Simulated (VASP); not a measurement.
Set up this calculation in VASP 6.6.1, as the native input.

* Task: single point
* Functional: LDA
* Potentials or basis: VASP PAW LDA potentials, release 64 (Tc_pv)
* Cutoff: 520 eV
* k mesh: 17 × 17 × 9
* Occupations: fermi-dirac, width 0.08 eV
* Spin: no spin polarisation
* Dipole correction: no
* Further INCAR settings: ALGO = Normal; EDIFF = 1e-06; NBANDS = 20

The structure of Tc lies in POSCAR:

```
Tc
1.0
    2.7581463957      0.0000000000      0.0000000000
   -1.3790731979      2.3886248461      0.0000000000
    0.0000000000      0.0000000000      4.4271266766
Tc
2
Direct
    0.3333333333      0.6666666667      0.2500000000
    0.6666666667      0.3333333333      0.7500000000
```

One way to write it, as run:

INCAR

```
SYSTEM = Tc
ALGO = Normal
EDIFF = 1E-6
ENCUT = 520
GGA = CA
ISIF = 2
ISMEAR = -1
LASPH = .True.
LCHARG = .False.
LREAL = .False.
LWAVE = .False.
NBANDS = 20
NELM = 100
PREC = Accurate
SIGMA = 0.08
```

KPOINTS

```
k-points
0
Gamma
  17 17 9
  0 0 0
```

Potentials or basis: VASP PAW LDA potentials, release 64 (Tc_pv).

Launch:

```sh
$ cat potpaw_LDA.64/Tc_pv/POTCAR > POTCAR
$ mpirun -np 1 vasp_std > vasp.out
```

It gave:

| Property | Result |
| --- | --- |
| Pressure | -17.1 GPa |
| Band gap on the k mesh | zero (bands 13 and 14 overlap by 2.97 eV) |

Caveat: the cell stands under tension.

Wall time 110 s on 1 thread of Intel Xeon 8259CL, on a shared host, peak memory 0.2 GiB.
